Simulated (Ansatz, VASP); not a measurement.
**Two plane-wave programs on TePb**

The input INCAR:

```
PREC = Accurate ; ENCUT = 520
EDIFF = 1E-6 ; ISMEAR = 0
SIGMA = 0.01 ; LREAL = F
LASPH = T ; NELM = 80
ALGO = Normal ; ISIF = 2
LWAVE = F ; LCHARG = F
GGA = PS ; NBANDS = 17
```

KPOINTS

```
regular mesh
0
Gamma
  4 4 4
```

File POSCAR:

```
TePb
1.0
    0.0000000000      3.6414940629      3.6414940629
    3.6414940629      0.0000000000      3.6414940629
    3.6414940629      3.6414940629      0.0000000000
Pb Te
1 1
Direct
    0.0000000000      0.0000000000      0.0000000000
    0.2500000000      0.2500000000      0.2500000000
```

Input for Ansatz:

```yaml
crystal:
  lattice:
    - [0.0, 3.6414940629, 3.6414940629]
    - [3.6414940629, 0.0, 3.6414940629]
    - [3.6414940629, 3.6414940629, 0.0]
  atoms:
    - { symbol: Pb, position: [0.0, 0.0, 0.0] }
    - { symbol: Te, position: [0.25, 0.25, 0.25] }
kpoints:
  mp_grid: { grid: [4, 4, 4] }
hamiltonian:
  xc: pbesol
scf:
  occupations: { method: fixed }
  n_extra_bands: 4
output:
  forces: true
  stress: true
  eigenvalues: true
```

Alike in both runs: task single point; functional PBEsol; k mesh 4 × 4 × 4; no spin polarisation.

|  | VASP | Ansatz |
| --- | --- | --- |
| version | VASP 6.6.1 | Ansatz 0.2.0 |
| potentials or method | VASP PAW PBE potentials, release 64 (Pb_d, Te) | plane waves |
| plane-wave cutoff (eV) | 520 | 420 |
| occupations | gaussian, width 0.01 eV | fixed |
| valence electrons in the cell | 20 | 30 |

```tsv
	VASP	Ansatz	Ansatz less VASP
gap on the k mesh at the Fermi level (eV)	0.52	0.53	+0.002
pressure (GPa)	-0.9	-0.9	+0.02
```

VASP's potentials were made for PBE, not for PBEsol. VASP's potentials hold 20 valence electrons a cell and Ansatz's 30, so a difference there can come from the potentials and not from the codes.

Spin-orbit coupling is off throughout.
